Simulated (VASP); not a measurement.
# InO in VASP: further runs

InO is run at these levels: PBE; tasks: single point.

Everything below comes from runs of VASP 6.6.1. Logs are shortened: lines on timing, memory, paths and dates and some standing lists are left out, and cuts for length are marked.

## Step 1: The cell of the first run

The cell holds a slab with vacuum, 4 atoms: a = 3.454 Å, b = 3.454 Å, c = 15.877 Å, α = 90.00°, β = 90.00°, γ = 120.00°.

## Step 2: Single point, PBE

Input file INCAR:

```
SYSTEM = InO
ALGO = Normal
EDIFF = 1E-7
ENCUT = 520
GGA = PE
ISIF = 2
ISMEAR = 0
LASPH = .True.
LCHARG = .True.
LELF = .True.
LREAL = .False.
LVHAR = .True.
LWAVE = .False.
NBANDS = 27
NELM = 80
PREC = Accurate
SIGMA = 0.1
```

Input file KPOINTS:

```
k-points
0
Gamma
  6 6 1
  0 0 0
```

Input file POSCAR:

```
InO
1.0
    3.4536138013      0.0000000000      0.0000000000
   -1.7268069007      2.9909172868      0.0000000000
    0.0000000000      0.0000000000     15.8771000000
In O
2 2
Direct
    0.6666666700      0.3333333300      0.5900210000
    0.6666666700      0.3333333300      0.4099790000
    0.0000000000      0.0000000000      0.6398670000
    0.0000000000      0.0000000000      0.3601330000
```

Potentials or basis: VASP PAW PBE potentials, release 64 (In_d, O).

Started as:

```console
$ cat potpaw_PBE.64/In_d/POTCAR potpaw_PBE.64/O/POTCAR > POTCAR
$ mpirun -np 1 vasp_std > vasp.out
```

OUTCAR:

```text
SYSTEM = InO
   EDIFF = 1E-7
   ENCUT = 520
   GGA = PE
   ISIF = 2
   ISMEAR = 0
   LASPH = .True.
   LREAL = .False.
   NELM = 80
   PREC = Accurate

 ion  position               nearest neighbor table
   1  0.667  0.333  0.590-   3 2.15   3 2.15   3 2.15   2 2.86
   2  0.667  0.333  0.410-   4 2.15   4 2.15   4 2.15   1 2.86
   3  0.000  0.000  0.640-   1 2.15   1 2.15   1 2.15
   4  0.000  0.000  0.360-   2 2.15   2 2.15   2 2.15

  LATTYP: Found a hexagonal cell.
 ALAT       =     3.4536138013
 C/A-ratio  =     4.5972424577

  Lattice vectors:

 A1 = (   3.4536138013,   0.0000000000,   0.0000000000)
 A2 = (  -1.7268069007,   2.9909172868,   0.0000000000)
 A3 = (   0.0000000000,   0.0000000000,  15.8771000000)

Analysis of symmetry for initial positions (statically):
=====================================================================
 Subroutine PRICEL returns:
 Original cell was already a primitive cell.

 Routine SETGRP: Setting up the symmetry group for a
 hexagonal supercell.

 Subroutine GETGRP returns: Found 12 space group operations
 (whereof 12 operations were pure point group operations)
 out of a pool of 24 trial point group operations.

The static configuration has the point symmetry D_3h.

Analysis of symmetry for dynamics (positions and initial velocities):
=====================================================================
 Subroutine PRICEL returns:
 Original cell was already a primitive cell.

 Routine SETGRP: Setting up the symmetry group for a
 hexagonal supercell.

 Subroutine GETGRP returns: Found 12 space group operations
 (whereof 12 operations were pure point group operations)
 out of a pool of 24 trial point group operations.

The dynamic configuration has the point symmetry D_3h.

 Subroutine INISYM returns: Found 12 space group operations
 (whereof 12 operations are pure point group operations),
 and found     1 'primitive' translations

----------------------------------------------------------------------------------------

                                     Primitive cell

  volume of cell :     164.0021

  direct lattice vectors                    reciprocal lattice vectors
     3.453613801  0.000000000  0.000000000     0.289551773  0.167172794  0.000000000
    -1.726806901  2.990917287  0.000000000     0.000000000  0.334345588  0.000000000
[... 70 lines left out ...]
   NELM   =     80;   NELMIN=  2; NELMDL= -5     # of ELM steps
   EDIFF  = 0.1E-06   stopping-criterion for ELM
   LREAL  =      F    real-space projection
   EDIFFG = 0.1E-05   stopping-criterion for IOM
   NSW    =      0    number of steps for IOM
   IBRION =     -1    ionic relax: 0-MD 1-quasi-New 2-CG
   NFREE  =      0    steps in history (QN), initial steepest desc. (CG)
   ISIF   =      2    stress and relaxation
   ISYM   =      2    0-nonsym 1-usesym 2-fastsym
   POTIM  = 0.5000    time-step for ionic-motion
   TEBEG  =    0.0;   TEEND  =   0.0 temperature during run
   PSTRESS=    0.0 pullay stress
   NELECT =      38.0000    total number of electrons
   NUPDOWN=      -1.0000    fix difference up-down
   EMIN   =  10.00;   EMAX   =-10.00  energy-range for DOS
   EFERMI =   0.00;   METHOD = LEGACY
   ISMEAR =     0;   SIGMA  =   0.10  broadening in eV -4-tet -1-fermi 0-gaus
   EFERMI_NEDOS =   21; number of points for ismear=-14 and -15
   IALGO  =     38    algorithm
   IMIX   =      4    mixing-type and parameters
     AMIX     =   0.40;   BMIX     =  1.00
     AMIX_MAG =   1.60;   BMIX_MAG =  1.00
  volume/ion in A,a.u.               =      41.00       276.69
  Fermi-wavevector in a.u.,A,eV,Ry     =   1.005510  1.900138 13.756166  1.011050
  Thomas-Fermi vector in A             =   2.138194
   LORBIT       =      0    0 simple, 1 ext, 2 COOP (PROOUT), +10 PAW based schemes
   GGA     = PE    functional components
   LHFCALC =     F    Hartree Fock is set to
   AEXX    =    0.0000 exact exchange contribution
   IVDW    =     0    specifies the selected vdW correction
   LEPSILON=     F    determine dielectric tensor
   LRPA    =     F    only Hartree local field effects (RPA)
 non-spin polarized calculation
 Gauss-broadening in eV      SIGMA  =   0.10
  energy-cutoff  :      520.00
  volume of cell :      164.00
 maximum number of plane-waves:      4449
 NGX is ok and might be reduce to    28
   NGX = 13   NGY = 13   NGZ = 59

 number of electron      37.9999988 magnetization

 Free energy of the ion-electron system (eV)
  ---------------------------------------------------
  ext. energy  EPLUGINS =         0.00000000
  ---------------------------------------------------
  free energy    TOTEN  =       -19.42281636 eV

  energy without entropy =      -19.42264014  energy(sigma->0) =      -19.42272825

 E-fermi :  -1.4428     XC(G=0):  -4.8865

 val. band max:       -1.6308784688   @ k =   0.3333   0.3333   0.0000
 cond. band min:      -1.2719197789   @ k =   0.0000   0.0000   0.0000
 fundamental gap:      0.3589586899
 Fermi energy:        -1.4427790260

 k-point     1 :       0.0000    0.0000    0.0000
  band No.  band energies     occupation
      1     -19.2901      2.00000
      2     -19.2705      2.00000
      3     -15.1741      2.00000
      4     -15.1741      2.00000
      5     -15.1303      2.00000
      6     -15.1303      2.00000
[... 199 lines left out ...]
     26       7.3571      0.00000
     27       8.2006      0.00000

------------------------ aborting loop because EDIFF is reached ----------------------------------------

  FORCE on cell =-STRESS in cart. coord.  units (eV):
  Direction    XX          YY          ZZ          XY          YZ          ZX
  --------------------------------------------------------------------------------------
  -------------------------------------------------------------------------------------
  Total       -0.0571950     -0.0571950     -0.0882491      0.0000000     -0.0000000      0.0000000
  in kB       -0.5587521     -0.5587521     -0.8621274      0.0000000     -0.0000000      0.0000000
  external PRESSURE =      -0.6598772 kB  Pullay stress =       0.0000000 kB

 VOLUME and BASIS-vectors are now :
 -----------------------------------------------------------------------------
  energy-cutoff  :      520.00
  volume of cell :      164.00
      direct lattice vectors                 reciprocal lattice vectors
     3.453613801  0.000000000  0.000000000     0.289551773  0.167172794  0.000000000
    -1.726806901  2.990917287  0.000000000     0.000000000  0.334345588  0.000000000
     0.000000000  0.000000000 15.877100000     0.000000000  0.000000000  0.062983794

 POSITION                                       TOTAL-FORCE (eV/Angst)
 -----------------------------------------------------------------------------------
      1.72681      0.99697      9.36782         0.000000     -0.000000      0.009809
      1.72681      0.99697      6.50928         0.000000      0.000000     -0.009809
      0.00000      0.00000     10.15923        -0.000000      0.000000     -0.011466
      0.00000      0.00000      5.71787        -0.000000      0.000000      0.011466
 -----------------------------------------------------------------------------------
    total drift:                               -0.000010      0.000006      0.000000

  FREE ENERGIE OF THE ION-ELECTRON SYSTEM (eV)
  ---------------------------------------------------
  free  energy   TOTEN  =       -19.4228163584 eV

  energy  without entropy=      -19.4226401367  energy(sigma->0) =      -19.42272825
```

OSZICAR:

```text
N       E                     dE             d eps       ncg     rms          rms(c)
DAV:   1     0.380459404247E+03    0.38046E+03   -0.18167E+04   386   0.142E+03
DAV:   2     0.370132761338E+02   -0.34345E+03   -0.32849E+03   411   0.367E+02
DAV:   3    -0.208432846025E+02   -0.57857E+02   -0.57041E+02   489   0.169E+02
[... 13 lines left out ...]
DAV:  17    -0.194227668519E+02   -0.33819E-04   -0.45909E-06   539   0.185E-02    0.691E-03
DAV:  18    -0.194228089962E+02   -0.42144E-04   -0.16266E-06   374   0.532E-03    0.117E-03
DAV:  19    -0.194228137092E+02   -0.47130E-05   -0.17031E-07   333   0.378E-03    0.742E-04
DAV:  20    -0.194228162648E+02   -0.25556E-05   -0.12545E-07   313   0.342E-03    0.459E-04
DAV:  21    -0.194228163584E+02   -0.93573E-07   -0.18024E-08   336   0.107E-03
   1 F= -.19422816E+02 E0= -.19422728E+02  d E =-.176222E-03
```

stdout:

```text
POSCAR found type information on POSCAR InO
 POSCAR found :  2 types and       4 ions
 scaLAPACK will be used
 LDA part: xc-table for (Slater+PW92), standard interpolation
 POSCAR, INCAR and KPOINTS ok, starting setup
 FFT: planning ... GRIDC
 FFT: planning ... GRID_SOFT
 FFT: planning ... GRID
 WAVECAR not read
 entering main loop
```

Wall time 46 s (1 thread of Intel Xeon Platinum 8488C (Sapphire Rapids), shared host); peak memory 0.28 GiB.

What came out:

```
Free energy            : -19.4228 eV
Largest force          : 0.011 eV/Å
Band gap on the k mesh : 0.36 eV, indirect (least direct gap 1.09 eV)
```

Forces in eV/Å, atoms in the order of the input:
```
In   0.000  0.000  0.010
In   0.000  0.000 -0.010
O    0.000  0.000 -0.011
O    0.000  0.000  0.011
```

Caveat: spin-orbit coupling is left out, which moves the levels of the heavy elements.

## Step 3: Single point, PBE (strained and its atoms moved)

Input file INCAR:

```
SYSTEM = InO
PREC = Accurate
ENCUT = 520
EDIFF = 1E-6
ISMEAR = 0
SIGMA = 0.05
LREAL = .False.
LASPH = .True.
NELM = 60
ALGO = Normal
ISIF = 2
LWAVE = .False.
LCHARG = .False.
GGA = PE
NBANDS = 27
```

Input file KPOINTS:

```
regular mesh
0
Gamma
  12 12 4
  0 0 0
```

Input file POSCAR:

```
InO
1.0
    3.2628361749      0.0000000000      0.0000000000
   -1.6314180875      2.8256990159      0.0000000000
    0.0000000000      0.0000000000     16.4289879960
In O
2 2
Direct
    0.6666666700      0.3333333300      0.5910940767
    0.6666666700      0.3333333300      0.4089059233
    0.0000000000      0.0000000000      0.6487093794
    0.0000000000      0.0000000000      0.3512906206
```

Potentials or basis: VASP PAW PBE potentials, release 64 (In_d, O).

Started as:

```console
$ cat potpaw_PBE.64/In_d/POTCAR potpaw_PBE.64/O/POTCAR > POTCAR
$ mpirun -np 1 vasp_std > vasp.out
```

It took 4.4 min on 1 thread of Intel Xeon Platinum 8259CL at 2.50GHz (Skylake/Cascade Lake), shared host; peak memory 0.37 GiB.

It converged, with:

```yaml
Free_energy: -19.0647 eV
Largest_force: 0.285 eV/Å
Band_gap_on_the_k_mesh: 0.35 eV, indirect (least direct gap 1.46 eV)
```

Forces on the atoms (eV/Å):
```
In   0.000  0.000 -0.285
In   0.000  0.000  0.285
O    0.000  0.000 -0.274
O    0.000  0.000  0.274
```

Levels at points of the mesh, in eV from the valence-band top:
```tsv
k point	band 15	band 16	band 17	band 18	band 19	band 20	band 21	band 22	band 23	band 24
(0.00, 0.00, 0.00)	-1.63	-1.63	-1.61	-1.61	-1.10	0.35	3.45	6.34	6.61	7.70
(0.50, 0.00, 0.00)	-2.99	-2.50	-2.47	-2.43	-0.53	1.98	3.97	4.65	7.79	8.70
(0.00, 0.00, 0.50)	-1.63	-1.63	-1.61	-1.61	-1.10	0.35	3.45	6.22	7.02	7.19
(0.50, 0.00, 0.50)	-2.99	-2.50	-2.47	-2.43	-0.53	1.98	3.97	4.65	7.79	8.70
```

Caveat: the cell differs from its parent crystal (strained and its atoms moved); spin-orbit coupling is left out, which moves the levels of the heavy elements.

## Step 4: Single point, PBE (strained and its atoms moved)

Input file INCAR:

```
PREC = Accurate
ENCUT = 520
EDIFF = 1E-6
ISMEAR = 0
SIGMA = 0.05
LREAL = False
LASPH = True
NELM = 60
ALGO = Normal
ISIF = 2
LWAVE = False
LCHARG = False
GGA = PE
NBANDS = 27
```

Input file KPOINTS:

```
Automatic mesh
0
Gamma
  12 12 4
```

Input file POSCAR:

```
InO
1.0
    3.3590193193      0.0000000000      0.0000000000
   -1.6795096597      2.9089960623      0.0000000000
    0.0000000000      0.0000000000     16.3948522310
In O
2 2
Direct
    0.6666666700      0.3333333300      0.5826523719
    0.6666666700      0.3333333300      0.4173476281
    0.0000000000      0.0000000000      0.6348627532
    0.0000000000      0.0000000000      0.3651372468
```

Started as:

```console
$ cat potpaw_PBE.64/In_d/POTCAR potpaw_PBE.64/O/POTCAR > POTCAR
$ mpirun -np 1 vasp_std > vasp.out
```

Wall time 6.9 min (1 thread of Intel Xeon Platinum 8259CL at 2.50GHz (Skylake/Cascade Lake), shared host); peak memory 0.42 GiB.

Results (log left out):

```
Free energy            : -19.2980 eV
Largest force          : 0.809 eV/Å
Band gap on the k mesh : 0.92 eV, indirect (least direct gap 1.43 eV)
```

Forces in eV/Å, atoms in the order of the input:
```
In   0.000  0.000  0.809
In   0.000  0.000 -0.809
O    0.000  0.000  0.001
O    0.000  0.000 -0.001
```

Levels at points of the mesh, in eV from the valence-band top:
```
           k point  band 16  band 17  band 18  band 19  band 20  band 21  band 22  band 23
(0.00, 0.00, 0.00)    -1.36    -1.31    -1.31    -0.51     0.92     3.85     6.73     6.76
(0.50, 0.00, 0.00)    -2.28    -2.14    -1.81    -0.26     2.39     4.92     5.74     7.76
(0.00, 0.00, 0.50)    -1.36    -1.31    -1.31    -0.51     0.92     3.85     6.53     7.12
(0.50, 0.00, 0.50)    -2.28    -2.14    -1.81    -0.26     2.39     4.92     5.74     7.76
```

Caveat: the cell differs from its parent crystal (strained and its atoms moved); spin-orbit coupling is left out, which moves the levels of the heavy elements.

## Step 5: Overview

| cell | k mesh | smearing | gap on the mesh (eV) | largest force (eV/Å) |
| --- | --- | --- | --- | --- |
| a = 3.454, b = 3.454, c = 15.877 Å, angles 90.0, 90.0, 120.0°, 4 atoms | 6 × 6 × 1 | gaussian 0.1 eV | 0.36 | 0.01 |
| a = 3.263, b = 3.263, c = 16.429 Å, angles 90.0, 90.0, 120.0°, 4 atoms | 12 × 12 × 4 | gaussian 0.05 eV | 0.35 | 0.29 |
| a = 3.359, b = 3.359, c = 16.395 Å, angles 90.0, 90.0, 120.0°, 4 atoms | 12 × 12 × 4 | gaussian 0.05 eV | 0.92 | 0.81 |

Alike in all rows: task single point; level PBE; potentials or basis VASP PAW PBE potentials, release 64 (In_d, O); no spin polarisation; cutoff (eV) 520.

Caveats: spin-orbit coupling is left out, which moves the levels of the heavy elements.

Absolute energies hang on the potentials; compare differences alone.
